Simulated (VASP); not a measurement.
Input of a VASP 6.6.1 run:

INCAR

```
PREC = Accurate ; ENCUT = 520
EDIFF = 1E-6 ; ISMEAR = 0
SIGMA = 0.05 ; LREAL = False
LASPH = True ; NELM = 100
ALGO = Normal ; ISIF = 2
LWAVE = False ; LCHARG = True
GGA = PE ; IVDW = 12
LELF = True ; LVHAR = True
NBANDS = 35
```

The input KPOINTS:

```
regular mesh
0
Gamma
  12 12 4
```

File POSCAR:

```
MoS2
1.0
    3.0549000000      0.0000000000      0.0000000000
   -1.5274500000      2.6456210060      0.0000000000
    0.0000000000      0.0000000000     11.2249000000
Mo S
2 4
Direct
    0.6666666667      0.3333333333      0.2501439769
    0.3333333333      0.6666666667      0.7498560231
    0.3333333333      0.6666666667      0.3795985159
    0.6666666667      0.3333333333      0.8793132861
    0.3333333333      0.6666666667      0.1206867139
    0.6666666667      0.3333333333      0.6204014841
```

Potentials or basis: VASP PAW PBE potentials, release 64 (Mo_sv, S).

Launch:

```bash
$ cat potpaw_PBE.64/Mo_sv/POTCAR potpaw_PBE.64/S/POTCAR > POTCAR
$ mpirun -np 1 vasp_std > vasp.out
```

Task: What does it give for the dispersion energy per atom?

Result: -0.503 eV.

Task: What does it give for the pressure?

Result: 28.9 GPa.

Task: Estimate the band gap on the k mesh.

Result: 0.38 eV (least direct gap 1.74 eV).

Stress tensor (GPa, compression positive):
```
24.51  0.00  0.00
 0.00 24.51  0.00
 0.00  0.00 37.55
```

Caveat: the stress differs along the axes, from 25 to 38 GPa; forces of over 1 eV/Å act on the atoms, so gaps and moduli don't describe the material at rest. A k mesh can miss the band edges.
